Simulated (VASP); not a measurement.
Write the native input for VASP 6.6.1 that does the following.

```
Task                               : single point
Functional                         : PBE-based screened hybrid with 5 % exact exchange
Potentials or basis                : VASP PAW PBE potentials, release 64 (Rb_sv, Br)
Cutoff                             : 520 eV
k mesh                             : 4 × 4 × 4
Occupations                        : gaussian, width 0.01 eV
Spin                               : no spin polarisation
Dipole correction                  : no
Grid for exact exchange (PRECFOCK) : Normal
Share of exact exchange            : 0.05
Further INCAR settings             : ALGO = Normal; EDIFF = 1e-07; NBANDS = 15
Screening parameter                : 0.3 1/Å
```

Crystal: RbBr.

```xyz
2
Lattice="4.1279 0.0000 0.0000 0.0000 4.1279 0.0000 0.0000 0.0000 4.1279" Properties=species:S:1:pos:R:3 pbc="T T T"
Rb    0.0000    0.0000    0.0000
Br    2.0640    2.0640    2.0640
```

One way to write it, as run:

POSCAR

```
RbBr
1.0
    4.1279266522      0.0000000000      0.0000000000
    0.0000000000      4.1279266522      0.0000000000
    0.0000000000      0.0000000000      4.1279266522
Rb Br
1 1
Direct
    0.0000000000      0.0000000000      0.0000000000
    0.5000000000      0.5000000000      0.5000000000
```

INCAR.step1

```
ALGO = Normal ; EDIFF = 1E-5
ENCUT = 520 ; GGA = PE
ISIF = 2 ; ISMEAR = 0
LASPH = T ; LCHARG = F
LREAL = F ; LWAVE = T
NBANDS = 15 ; NELM = 60
PREC = Accurate ; SIGMA = 0.01
```

INCAR.step2

```
AEXX = 0.05 ; ALGO = Normal
EDIFF = 1E-7 ; ENCUT = 520
GGA = PE ; HFSCREEN = 0.3
ISIF = 2 ; ISMEAR = 0
ISTART = 1 ; LASPH = T
LCHARG = F ; LHFCALC = T
LREAL = F ; LWAVE = F
NBANDS = 15 ; NELM = 60
PREC = Accurate ; PRECFOCK = Normal
SIGMA = 0.01
```

KPOINTS

```
k-points
0
Gamma
  4 4 4
```

Potentials or basis: VASP PAW PBE potentials, release 64 (Rb_sv, Br).

Launch:

```bash
$ cat potpaw_PBE.64/Rb_sv/POTCAR potpaw_PBE.64/Br/POTCAR > POTCAR
$ cp INCAR.step1 INCAR
$ mpirun -np 1 vasp_std > vasp.out
$ cp INCAR.step2 INCAR
$ mpirun -np 1 vasp_std > vasp.out
```

Results of the run:

```json
{
  "Pressure": "0.8 GPa",
  "Band gap on the k mesh": "4.26 eV (least direct gap 4.42 eV)"
}
```

Caveat: the PAW data sets were made with another functional, which shifts forces and pressure a little.

It took 6.4 min on 1 thread of Intel(R) Xeon(R) Platinum 8488C (Sapphire Rapids), with other jobs on the host, peak memory 0.29 GiB.
